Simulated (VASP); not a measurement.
Input of a VASP 6.6.1 run:

Contents of INCAR:

```
SYSTEM = MgS
  ALGO = Normal
  EDIFF = 1E-8
  ENCUT = 520
  ISIF = 2
  ISMEAR = 0
  LASPH = .True.
  LCALCEPS = .True.
  LCHARG = .False.
  LMIXTAU = .True.
  LREAL = .False.
  LWAVE = .False.
  METAGGA = R2SCAN
  NELM = 100
  PREC = Accurate
  SIGMA = 0.01
```

File KPOINTS:

```
k-points
0
Gamma
  6 6 6
  0 0 0
```

Contents of POSCAR:

```
MgS
1.0
    0.0000000000      2.8308747667      2.8308747667
    2.8308747667      0.0000000000      2.8308747667
    2.8308747667      2.8308747667      0.0000000000
Mg S
1 1
Direct
    0.0000000000      0.0000000000      0.0000000000
    0.7500000000      0.7500000000      0.7500000000
```

Potentials or basis: VASP PAW PBE potentials, release 64 (Mg, S).

Launch:

```sh
$ cat potpaw_PBE.64/Mg/POTCAR potpaw_PBE.64/S/POTCAR > POTCAR
$ mpirun -np 1 vasp_std > vasp.out
```

(1) Estimate the electronic dielectric tensor (diagonal).

(2) Estimate the Born charges (mean of the diagonal).

(3) What does it give for the band gap on the k mesh?

## Answers

(1) 3.73.

(2) Mg +1.89; S -1.89 e.

(3) 4.13 eV.
